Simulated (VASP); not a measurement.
S, 1 atom in the cell. Symmetry: Fm-3m, No. 225, cubic system. The conventional cell has a = 3.203 Å, b = 3.203 Å, c = 3.203 Å, α = 90.00°, β = 90.00°, γ = 90.00°. Within 3.0 Å of S (site symmetry m-3m) lie 12 S at 2.26 Å.  This cell differs from its parent crystal: volume scaled by 0.55.

| Quantity | Value |
| --- | --- |
| Program | VASP 6.6.1 |
| Task | single point |
| Functional | PBEsol |
| Potentials or basis | VASP PAW PBE potentials, release 64 (S) |
| Cutoff | 520 eV |
| k mesh | 18 × 18 × 18 |
| Occupations | fermi-dirac, width 0.08 eV |
| Spin | no spin polarisation |
| Dipole correction | no |
| Further INCAR settings | ALGO = Normal; EDIFF = 1e-07; NBANDS = 9 |

Potentials or basis: VASP PAW PBE potentials, release 64 (S).

Launch:

```sh
$ cat potpaw_PBE.64/S/POTCAR > POTCAR
$ mpirun -np 1 vasp_std > vasp.out
```

Hardware: 1 thread of AMD EPYC 7R13 Processor (Zen 3), on a shared host.

Question: Estimate the wall time of this run.

Answer: It took 10 s on 1 thread of AMD EPYC 7R13 Processor (Zen 3), on a shared host, peak memory 0.09 GiB. Counts: scf iterations 10, k points 195.
